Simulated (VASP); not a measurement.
# Ag (Im-3m) in VASP: a series of runs

The runs below take Ag through single point, with PBE.

All numbers are computed with VASP 6.6.1; they aren't measurements. Logs are shortened: lines on timing, memory, paths and dates and some standing lists are left out, and cuts for length are marked.

## Step 1: The cell of the first run

Symmetry: Im-3m, No. 229, cubic system. Conventional cell: a = 3.235 Å, b = 3.235 Å, c = 3.235 Å, α = 90.00°, β = 90.00°, γ = 90.00°. Ag (site symmetry m-3m) has 14 Ag at 2.80 to 3.23 Å within 3.7 Å.

## Step 2: Single point, PBE

The input, INCAR:

```
SYSTEM = Ag
  PREC = Accurate
  ENCUT = 520
  EDIFF = 1E-6
  ISMEAR = -1
  SIGMA = 0.06122561905347299
  LREAL = .FALSE.
  LASPH = .TRUE.
  NELM = 60
  ALGO = Normal
  ISIF = 2
  LWAVE = .FALSE.
  LCHARG = .TRUE.
  GGA = PE
  LELF = .TRUE.
  LVHAR = .TRUE.
  NBANDS = 12
```

The input, KPOINTS:

```
Automatic mesh
0
G
  16 16 16
  0 0 0
```

The input, POSCAR:

```
Ag
1.0
   -1.6172634284      1.6172634284      1.6172634284
    1.6172634284     -1.6172634284      1.6172634284
    1.6172634284      1.6172634284     -1.6172634284
Ag
1
Direct
    0.0000000000      0.0000000000      0.0000000000
```

Potentials or basis: VASP PAW PBE potentials, release 64 (Ag).

Command:

```console
$ cat potpaw_PBE.64/Ag/POTCAR > POTCAR
$ mpirun -np 1 vasp_std > vasp.out
```

OUTCAR:

```text
SYSTEM = Ag
   PREC = Accurate
   ENCUT = 520
   EDIFF = 1E-6
   ISMEAR = -1
   LREAL = .FALSE.
   LASPH = .TRUE.
   NELM = 60
   ISIF = 2
   GGA = PE

 ion  position               nearest neighbor table
   1  0.000  0.000  0.000-

  LATTYP: Found a body centered cubic cell.
 ALAT       =     3.2345268568

  Lattice vectors:

 A1 = (  -1.6172634284,   1.6172634284,   1.6172634284)
 A2 = (   1.6172634284,  -1.6172634284,   1.6172634284)
 A3 = (   1.6172634284,   1.6172634284,  -1.6172634284)

Analysis of symmetry for initial positions (statically):
=====================================================================
 Subroutine PRICEL returns:
 Original cell was already a primitive cell.

 Routine SETGRP: Setting up the symmetry group for a
 body centered cubic supercell.

 Subroutine GETGRP returns: Found 48 space group operations
 (whereof 48 operations were pure point group operations)
 out of a pool of 48 trial point group operations.

The static configuration has the point symmetry O_h .

Analysis of symmetry for dynamics (positions and initial velocities):
=====================================================================
 Subroutine PRICEL returns:
 Original cell was already a primitive cell.

 Routine SETGRP: Setting up the symmetry group for a
 body centered cubic supercell.

 Subroutine GETGRP returns: Found 48 space group operations
 (whereof 48 operations were pure point group operations)
 out of a pool of 48 trial point group operations.

The dynamic configuration has the point symmetry O_h .

 Subroutine INISYM returns: Found 48 space group operations
 (whereof 48 operations are pure point group operations),
 and found     1 'primitive' translations

----------------------------------------------------------------------------------------

                                     Primitive cell

  volume of cell :      16.9201

  direct lattice vectors                    reciprocal lattice vectors
    -1.617263428  1.617263428  1.617263428     0.000000000  0.309164228  0.309164228
     1.617263428 -1.617263428  1.617263428     0.309164228  0.000000000  0.309164228
     1.617263428  1.617263428 -1.617263428     0.309164228  0.309164228  0.000000000

  length of vectors
     2.801182427  2.801182427  2.801182427     0.437224245  0.437224245  0.437224245

  position of ions in fractional coordinates (direct lattice)
     0.000000000  0.000000000  0.000000000

  ion indices of the primitive-cell ions
   primitive index   ion index
                 1           1

----------------------------------------------------------------------------------------

 KPOINTS: Automatic mesh

Automatic generation of k-mesh.
 Grid dimensions read from file:
 generate k-points for:   16   16   16

 Generating k-lattice:

  Cartesian coordinates                     Fractional coordinates (reciprocal lattice)
     0.000000000  0.019322764  0.019322764     0.062500000  0.000000000  0.000000000
     0.019322764  0.000000000  0.019322764     0.000000000  0.062500000  0.000000000
     0.019322764  0.019322764  0.000000000     0.000000000  0.000000000  0.062500000

  Length of vectors
     0.027326515  0.027326515  0.027326515

  Shift w.r.t. Gamma in fractional coordinates (k-lattice)
     0.000000000  0.000000000  0.000000000

 Subroutine IBZKPT returns following result:
 ===========================================

 Found    145 irreducible k-points:

 Following reciprocal coordinates:
            Coordinates               Weight
  0.000000  0.000000  0.000000      1.000000
  0.062500  0.000000  0.000000     12.000000
  0.125000  0.000000  0.000000     12.000000
  0.187500  0.000000  0.000000     12.000000
  0.250000  0.000000  0.000000     12.000000
  0.312500  0.000000  0.000000     12.000000
[... 16 lines left out ...]
  0.187500  0.187500  0.000000     24.000000
  0.250000  0.187500 -0.000000     48.000000
 [... further k-points ...]
   k-points           NKPTS =    145   k-points in BZ     NKDIM =    145   number of bands    NBANDS=     12
   number of dos      NEDOS =    301   number of ions     NIONS =      1
   total plane-waves  NPLWV =  13824
   dimension x,y,z NGX =    24 NGY =   24 NGZ =   24
   dimension x,y,z NGXF=    48 NGYF=   48 NGZF=   48
   ions per type =               1
   NGX,Y,Z   is equivalent  to a cutoff of  14.24, 14.24, 14.24 a.u.
   NGXF,Y,Z  is equivalent  to a cutoff of  28.49, 28.49, 28.49 a.u.
 SYSTEM =  Ag
   PREC   = accura    normal or accurate (medium, high low for compatibility)
   ISTART =      0    job   : 0-new  1-cont  2-samecut
   ICHARG =      2    charge: 1-file 2-atom 10-const
   ISPIN  =      1    spin polarized calculation?
   LNONCOLLINEAR =      F non collinear calculations
   LSORBIT =      F    spin-orbit coupling
   LASPH  =      T    aspherical Exc in radial PAW
   ENCUT  =  520.0 eV  38.22 Ry    6.18 a.u.   5.21  5.21  5.21*2*pi/ulx,y,z
   NELM   =     60;   NELMIN=  2; NELMDL= -5     # of ELM steps
   EDIFF  = 0.1E-05   stopping-criterion for ELM
   LREAL  =      F    real-space projection
   EDIFFG = 0.1E-04   stopping-criterion for IOM
   NSW    =      0    number of steps for IOM
   IBRION =     -1    ionic relax: 0-MD 1-quasi-New 2-CG
   NFREE  =      0    steps in history (QN), initial steepest desc. (CG)
   ISIF   =      2    stress and relaxation
   ISYM   =      2    0-nonsym 1-usesym 2-fastsym
   POTIM  = 0.5000    time-step for ionic-motion
   TEBEG  =    0.0;   TEEND  =   0.0 temperature during run
   PSTRESS=    0.0 pullay stress
   NELECT =      11.0000    total number of electrons
   NUPDOWN=      -1.0000    fix difference up-down
   EMIN   =  10.00;   EMAX   =-10.00  energy-range for DOS
   EFERMI =   0.00;   METHOD = LEGACY
   ISMEAR =    -1;   SIGMA  =   0.06  broadening in eV -4-tet -1-fermi 0-gaus
   EFERMI_NEDOS =   21; number of points for ismear=-14 and -15
   IALGO  =     38    algorithm
   IMIX   =      4    mixing-type and parameters
     AMIX     =   0.40;   BMIX     =  1.00
     AMIX_MAG =   1.60;   BMIX_MAG =  1.00
  volume/ion in A,a.u.               =      16.92       114.18
  Fermi-wavevector in a.u.,A,eV,Ry     =   1.418203  2.680014 27.365381  2.011299
  Thomas-Fermi vector in A             =   2.539353
   LORBIT       =      0    0 simple, 1 ext, 2 COOP (PROOUT), +10 PAW based schemes
   GGA     = PE    functional components
   LHFCALC =     F    Hartree Fock is set to
   AEXX    =    0.0000 exact exchange contribution
   IVDW    =     0    specifies the selected vdW correction
   LEPSILON=     F    determine dielectric tensor
   LRPA    =     F    only Hartree local field effects (RPA)
 non-spin polarized calculation
  energy-cutoff  :      520.00
  volume of cell :       16.92
 maximum number of plane-waves:       468
 NGX is ok and might be reduce to    24
   NGX = 11   NGY = 11   NGZ = 11

 number of electron      10.9999998 magnetization

 Free energy of the ion-electron system (eV)
  ---------------------------------------------------
  ext. energy  EPLUGINS =         0.00000000
  ---------------------------------------------------
  free energy    TOTEN  =        -2.66234106 eV

  energy without entropy =       -2.65610893  energy(sigma->0) =       -2.65922500

 E-fermi :   8.5723     XC(G=0): -12.2554

 val. band max:        8.5454881006   @ k =   0.4375   0.0625   0.0000
 cond. band min:       8.6662104522   @ k =  -0.3125   0.3125   0.3125
 fundamental gap:      0.1207223516
 Fermi energy:         8.5722894918

 k-point     1 :       0.0000    0.0000    0.0000
  band No.  band energies     occupation
      1       0.7209      2.00000
      2       3.5870      2.00000
      3       3.5870      2.00000
      4       3.5870      2.00000
      5       4.9381      2.00000
      6       4.9381      2.00000
      7      26.5521      0.00000
      8      26.5521      0.00000
      9      26.5521      0.00000
     10      33.0136      0.00000
     11      33.0194      0.00000
     12      33.0208      0.00000

 k-point     2 :       0.0625    0.0000    0.0000
  band No.  band energies     occupation
      1       0.8510      2.00000
      2       3.5545      2.00000
      3       3.5921      2.00000
      4       3.6622      2.00000
      5       4.9022      2.00000
      6       4.9404      2.00000
      7      26.2445      0.00000
      8      26.5169      0.00000
      9      26.6475      0.00000
     10      31.3113      0.00000
     11      31.5225      0.00000
     12      32.1705      0.00000

 k-point     3 :       0.1250    0.0000    0.0000
  band No.  band energies     occupation
      1       1.2227      2.00000
      2       3.4628      2.00000
      3       3.6110      2.00000
      4       3.8812      2.00000
      5       4.8189      2.00000
      6       4.9481      2.00000
      7      25.1201      0.00000
      8      26.2127      0.00000
      9      26.9139      0.00000
     10      30.1115      0.00000
     11      30.3469      0.00000
     12      30.5103      0.00000
[... 286 lines left out ...]
 k-point    23 :       0.1875    0.1875    0.0000
  band No.  band energies     occupation
      1       2.6650      2.00000
      2       3.2595      2.00000
      3       3.6363      2.00000
      4       4.6513      2.00000
      5       5.0895      2.00000
      6       6.2192      2.00000
      7      19.7179      0.00000
      8      20.1231      0.00000
      9      24.4066      0.00000
     10      28.1745      0.00000
     11      31.4534      0.00000
     12      33.6868      0.00000

 k-point    24 :       0.2500    0.1875   -0.0000
  band No.  band energies     occupation
      1       2.6503      2.00000
      2       3.1421      2.00000
      3       3.9664      2.00000
      4       4.7157      2.00000
      5       5.1627      2.00000
      6       7.3990      2.00000
      7      17.4291      0.00000
      8      19.1668      0.00000
      9      23.6467      0.00000
     10      28.5163      0.00000
     11      31.7437      0.00000
     12      34.3765      0.00000

 [... further k-points ...]
[... 5 lines left out ...]
  --------------------------------------------------------------------------------------
  -------------------------------------------------------------------------------------
  Total        0.6682097      0.6682097      0.6682097     -0.0000000      0.0000000      0.0000000
  in kB       63.2733866     63.2733866     63.2733866     -0.0000000      0.0000000      0.0000000
  external PRESSURE =      63.2733866 kB  Pullay stress =       0.0000000 kB

 VOLUME and BASIS-vectors are now :
 -----------------------------------------------------------------------------
  energy-cutoff  :      520.00
  volume of cell :       16.92
      direct lattice vectors                 reciprocal lattice vectors
    -1.617263428  1.617263428  1.617263428     0.000000000  0.309164228  0.309164228
     1.617263428 -1.617263428  1.617263428     0.309164228  0.000000000  0.309164228
     1.617263428  1.617263428 -1.617263428     0.309164228  0.309164228  0.000000000

 POSITION                                       TOTAL-FORCE (eV/Angst)
 -----------------------------------------------------------------------------------
      0.00000      0.00000      0.00000         0.000000     -0.000000      0.000000
 -----------------------------------------------------------------------------------
    total drift:                                0.000000      0.000000     -0.000000

  FREE ENERGIE OF THE ION-ELECTRON SYSTEM (eV)
  ---------------------------------------------------
  free  energy   TOTEN  =        -2.6623410646 eV

  energy  without entropy=       -2.6561089348  energy(sigma->0) =       -2.65922500
```

It took 11 s on 1 thread of Intel Xeon Platinum 8488C (Sapphire Rapids), shared host; peak memory 0.16 GiB.

What came out:

```
Free energy : -2.6623 eV
Pressure    : 6.3 GPa
```

Levels at points of the mesh, in eV from the Fermi level:
| k point | band 2 | band 3 | band 4 | band 5 | band 6 | band 7 | band 8 | band 9 | band 10 | band 11 |
| --- | --- | --- | --- | --- | --- | --- | --- | --- | --- | --- |
| (0.00, 0.00, 0.00) | -4.99 | -4.99 | -4.99 | -3.63 | -3.63 | 17.98 | 17.98 | 17.98 | 24.44 | 24.45 |
| (0.50, 0.00, 0.00) | -5.78 | -3.69 | -3.51 | -2.60 | -0.12 | 4.18 | 13.35 | 14.55 | 20.11 | 21.36 |
| (0.50, 0.50, 0.50) | -6.45 | -2.85 | -2.85 | -2.85 | 6.91 | 6.91 | 6.91 | 12.95 | 13.59 | 13.59 |

## Step 3: Single point, PBE

The input, INCAR:

```
ALGO = Normal
EDIFF = 1E-6
ENCUT = 520
GGA = PE
ISIF = 2
ISMEAR = -1
LASPH = True
LCHARG = False
LREAL = False
LWAVE = False
NBANDS = 12
NELM = 60
PREC = Accurate
SIGMA = 0.06122561905347299
```

The input, KPOINTS:

```
k-points
0
Gamma
  16 16 16
```

POSCAR is that of step 2.

Potentials or basis: VASP PAW PBE potentials, release 64 (Ag).

Command:

```console
$ cat potpaw_PBE.64/Ag/POTCAR > POTCAR
$ mpirun -np 1 vasp_std > vasp.out
```

OUTCAR:

```text
EDIFF = 1E-6
   ENCUT = 520
   GGA = PE
   ISIF = 2
   ISMEAR = -1
   LASPH = True
   LREAL = False
   NELM = 60
   PREC = Accurate

 ion  position               nearest neighbor table
   1  0.000  0.000  0.000-

  LATTYP: Found a body centered cubic cell.
 ALAT       =     3.2345268568

  Lattice vectors:

 A1 = (  -1.6172634284,   1.6172634284,   1.6172634284)
 A2 = (   1.6172634284,  -1.6172634284,   1.6172634284)
 A3 = (   1.6172634284,   1.6172634284,  -1.6172634284)

[... 529 lines left out ...]
      4       4.7157      2.00000
      5       5.1627      2.00000
      6       7.3990      2.00000
      7      17.4291      0.00000
      8      19.1668      0.00000
      9      23.6467      0.00000
     10      28.5163      0.00000
     11      31.7437      0.00000
     12      34.3765      0.00000

 [... further k-points ...]
[... 5 lines left out ...]
  --------------------------------------------------------------------------------------
  -------------------------------------------------------------------------------------
  Total        0.6682097      0.6682097      0.6682097     -0.0000000      0.0000000      0.0000000
  in kB       63.2733866     63.2733866     63.2733866     -0.0000000      0.0000000      0.0000000
  external PRESSURE =      63.2733866 kB  Pullay stress =       0.0000000 kB

 VOLUME and BASIS-vectors are now :
 -----------------------------------------------------------------------------
  energy-cutoff  :      520.00
  volume of cell :       16.92
      direct lattice vectors                 reciprocal lattice vectors
    -1.617263428  1.617263428  1.617263428     0.000000000  0.309164228  0.309164228
     1.617263428 -1.617263428  1.617263428     0.309164228  0.000000000  0.309164228
     1.617263428  1.617263428 -1.617263428     0.309164228  0.309164228  0.000000000

 POSITION                                       TOTAL-FORCE (eV/Angst)
 -----------------------------------------------------------------------------------
      0.00000      0.00000      0.00000         0.000000     -0.000000      0.000000
 -----------------------------------------------------------------------------------
    total drift:                                0.000000      0.000000     -0.000000

  FREE ENERGIE OF THE ION-ELECTRON SYSTEM (eV)
  ---------------------------------------------------
  free  energy   TOTEN  =        -2.6623410646 eV

  energy  without entropy=       -2.6561089348  energy(sigma->0) =       -2.65922500
```

Run time: 11 s. Hardware: 1 thread of Intel Xeon Platinum 8488C (Sapphire Rapids), shared host; peak memory 0.16 GiB.

What came out:

```yaml
Free_energy: -2.6623 eV
Pressure: 6.3 GPa
```
